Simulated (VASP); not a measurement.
Write the native input for VASP 6.6.1 that does the following.

```yaml
Task: single point
Functional: PBE
Potentials_or_basis: VASP PAW PBE potentials, release 64 (Al)
Cutoff: 520 eV
k_mesh: 13 × 9 × 1
Occupations: fermi-dirac, width 0.08 eV
Spin: no spin polarisation
Dipole_correction: yes
Further_INCAR_settings: ALGO = Normal; EDIFF = 1e-06; NBANDS = 14
```

The structure of Al lies in POSCAR:

```
Al
1.0
    2.8574853682      0.0000000000      0.0000000000
    0.0000000000      4.0410945620      0.0000000000
    0.0000000000      0.0000000000     20.2862000000
Al
4
Direct
    0.2500000000      0.2500000000      0.3943560634
    0.7500000000      0.7500000000      0.4647853542
    0.2500000000      0.2500000000      0.5352146454
    0.7500000000      0.7500000000      0.6056439366
```

These files were run (other wordings do the same):

INCAR

```
SYSTEM = Al
PREC = Accurate
ENCUT = 520
EDIFF = 1E-6
ISMEAR = -1
SIGMA = 0.08
LREAL = .False.
LASPH = .True.
NELM = 100
ALGO = Normal
ISIF = 2
LWAVE = .False.
LCHARG = .False.
LDIPOL = .True.
IDIPOL = 3
DIPOL = 0.5 0.5 0.500
GGA = PE
NBANDS = 14
```

KPOINTS

```
Automatic mesh
0
Gamma
  13 9 1
  0 0 0
```

Potentials or basis: VASP PAW PBE potentials, release 64 (Al).

Launch:

```sh
$ cat potpaw_PBE.64/Al/POTCAR > POTCAR
$ mpirun -np 1 vasp_std > vasp.out
```

Results of the run:

```yaml
Largest_force: 0.227 eV/Å
Band_gap_on_the_k_mesh: zero (bands 6 and 7 overlap by 1.11 eV)
```

It took 4 min on 1 thread of Intel Xeon 8259CL (shared host), peak memory 0.35 GiB.
